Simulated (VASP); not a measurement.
Here is a VASP 6.6.1 calculation.

POSCAR

```
CaO
1.0
    0.0000000000      2.2974333353      2.2974333353
    2.2974333353      0.0000000000      2.2974333353
    2.2974333353      2.2974333353      0.0000000000
Ca O
1 1
Direct
    0.0000000000      0.0000000000      0.0000000000
    0.5000000000      0.5000000000      0.5000000000
```

Contents of INCAR.step1:

```
  PREC = Accurate
  ENCUT = 520
  ISMEAR = 0
  SIGMA = 0.02
  LREAL = F
  LASPH = T
  NELM = 60
  NBANDS = 15
  GGA = PE
  ALGO = Normal
  EDIFF = 1E-4
  LWAVE = T
  LCHARG = F
```

INCAR.step2

```
  PREC = Accurate
  ENCUT = 520
  EDIFF = 1E-7
  ISMEAR = 0
  SIGMA = 0.02
  LREAL = F
  LASPH = T
  NELM = 60
  ALGO = Normal
  ISIF = 2
  LWAVE = F
  LCHARG = F
  METAGGA = R2SCAN
  LMIXTAU = T
  NBANDS = 15
  ISTART = 1
```

The input KPOINTS:

```
regular mesh
0
Gamma
  8 8 8
```

Potentials or basis: VASP PAW PBE potentials, release 64 (Ca_sv, O).

Launch:

```sh
$ cat potpaw_PBE.64/Ca_sv/POTCAR potpaw_PBE.64/O/POTCAR > POTCAR
$ cp INCAR.step1 INCAR
$ mpirun -np 1 vasp_std > vasp.out
$ cp INCAR.step2 INCAR
$ mpirun -np 1 vasp_std > vasp.out
```

Problem. What does it give for the pressure?

Solution. 21.5 GPa.

Problem. Predict the band gap on the k mesh.

Solution. 4.10 eV, indirect (least direct gap 4.43 eV).

Caveat: the PAW data sets were made with another functional, which shifts forces and pressure a little. A k mesh can miss the band edges.
